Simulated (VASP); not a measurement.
A run of VASP 6.6.1:

Contents of INCAR:

```
ALGO     = Normal         # electronic algorithm
EDIFF    = 1E-6           # SCF threshold, eV
ENCUT    = 500            # plane-wave cutoff, eV
GGA      = PS             # functional
GGA_COMPAT= F            
ISIF     = 2              # what is computed and relaxed
ISMEAR   = 1              # smearing method
LASPH    = T              # aspherical terms in the spheres
LCHARG   = T              # write CHGCAR
LELF     = T              # ELF
LREAL    = F              # projectors in reciprocal space
LVHAR    = T            
LWAVE    = F              # write WAVECAR
NBANDS   = 11             # bands
NELM     = 120            # most SCF steps
PREC     = Accurate       # precision mode
SIGMA    = 0.001          # smearing width, eV
```

The input KPOINTS:

```
k-points
0
Gamma
  6 6 6
```

Contents of POSCAR:

```
BP
1.0
    0.0000000000      2.2683156724      2.2683156724
    2.2683156724      0.0000000000      2.2683156724
    2.2683156724      2.2683156724      0.0000000000
B P
1 1
Direct
    0.0000000000      0.0000000000      0.0000000000
    0.2500000000      0.2500000000      0.2500000000
```

Potentials or basis: VASP PAW PBE potentials, release 64 (B, P).

Run with:

```bash
$ cat potpaw_PBE.64/B/POTCAR potpaw_PBE.64/P/POTCAR > POTCAR
$ mpirun -np 1 vasp_std > vasp.out
```

Hardware: 1 thread of AMD EPYC 7R13, with other jobs on the host.

**Question.** Estimate the wall time of this run.

**Answer.** Run time: 7.6 s on 1 thread of AMD EPYC 7R13 (shared host), peak memory 0.1 GiB. Counts: scf iterations 12, k points 16.
